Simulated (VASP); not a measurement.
Pt, 1 atom in the cell. Symmetry: Pm-3m, No. 221, cubic system. The conventional cell has a = 2.643 Å, b = 2.643 Å, c = 2.643 Å, α = 90.00°, β = 90.00°, γ = 90.00°. Within 3.5 Å of Pt (site symmetry m-3m) lie 6 Pt at 2.64 Å. 

```yaml
Program: VASP 6.6.1
Task: single point
Functional: RPBE
Potentials_or_basis: VASP PAW PBE potentials, release 64 (Pt)
Cutoff: 520 eV
k_mesh: 13 × 13 × 13
Occupations: fermi-dirac, width 0.1 eV
Spin: no spin polarisation
Dipole_correction: no
Further_INCAR_settings: ALGO = Normal; EDIFF = 1e-06; NBANDS = 11
```

Potentials or basis: VASP PAW PBE potentials, release 64 (Pt).

Launch:

```bash
$ cat potpaw_PBE.64/Pt/POTCAR > POTCAR
$ mpirun -np 1 vasp_std > vasp.out
```

Hardware: 1 thread of Intel(R) Xeon(R) 6975P-C (Granite Rapids), with other jobs on the host.

Q: How long does it take, and how much memory?

A: Wall time 6.7 s on 1 thread of Intel(R) Xeon(R) 6975P-C (Granite Rapids), on a shared host, peak memory 0.13 GiB. Counts: scf iterations 11, k points 84.
